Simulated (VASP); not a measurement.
Here is a VASP 6.6.1 calculation.

Contents of INCAR:

```
SYSTEM = Cu
  PREC = Accurate
  ENCUT = 600
  EDIFF = 1E-6
  ISMEAR = 1
  SIGMA = 0.1
  LREAL = .FALSE.
  LASPH = .TRUE.
  NELM = 80
  ALGO = Normal
  ISIF = 8
  LWAVE = .FALSE.
  LCHARG = .FALSE.
  GGA = PS
  IBRION = 2
  NSW = 60
  EDIFFG = -0.02
```

Contents of KPOINTS:

```
regular mesh
0
G
  22 22 22
  0 0 0
```

The input POSCAR:

```
Cu
1.0
    0.0000000000      1.8075000000      1.8075000000
    1.8075000000      0.0000000000      1.8075000000
    1.8075000000      1.8075000000      0.0000000000
Cu
1
Direct
    0.0000000000      0.0000000000      0.0000000000
```

Potentials or basis: VASP PAW PBE potentials, release 64 (Cu).

Command:

```sh
$ cat potpaw_PBE.64/Cu/POTCAR > POTCAR
$ mpirun -np 1 vasp_std > vasp.out
```

Question: Estimate the band gap on the k mesh.

Answer: Zero (an odd number of electrons rules out a gap without spin polarisation).

Question: Predict the relaxed volume.

Answer: 11.36 Å³/atom.

Question: What does it give for the relaxed cell?

Answer: a = 2.524 Å, b = 2.524 Å, c = 2.524 Å, α = 60.00°, β = 60.00°, γ = 60.00°.

Final structure:
```
Cu
1.0
     0.00000    1.78443    1.78443
     1.78443    0.00000    1.78443
     1.78443    1.78443    0.00000
Cu
1
Direct
  0.00000 0.00000 0.00000
```

Caveat: the PAW data sets were made with another functional, which shifts forces and pressure a little.
